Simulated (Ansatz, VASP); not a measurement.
One calculation of LiH, two programs

```
Li H
1.0
     0.00000    2.00400    2.00400
     2.00400    0.00000    2.00400
     2.00400    2.00400    0.00000
Li H
1 1
Cartesian
  0.0000 0.0000 0.0000
  2.0040 2.0040 2.0040
```

Alike in both runs: functional PBE; k mesh 10 × 10 × 10; occupations gaussian, width 0.02 eV; no spin polarisation.

Ansatz relaxed the structure, and its values are those at the end. VASP's run is a single point on that final structure, the one shown.

|  | VASP | Ansatz |
| --- | --- | --- |
| version | VASP 6.6.1 | Ansatz 0.2.0 |
| potentials or method | VASP PAW PBE potentials, release 64 (Li_sv, H), cutoff 520 eV | scalar-relativistic, plane waves, PAW |
| valence electrons in the cell | 4 | 4 |

|  | VASP | Ansatz | Ansatz less VASP |
| --- | --- | --- | --- |
| gap on the k mesh at the Fermi level (eV) | 2.98 | 2.98 | +0.006 |
| least direct gap on the mesh (eV) | 2.98 | 2.98 | +0.006 |

The functional is the same, so the differences come from potentials, cutoffs and numerics.

Noted on VASP's run: the cutoff is short for stress, so the pressure is rough.
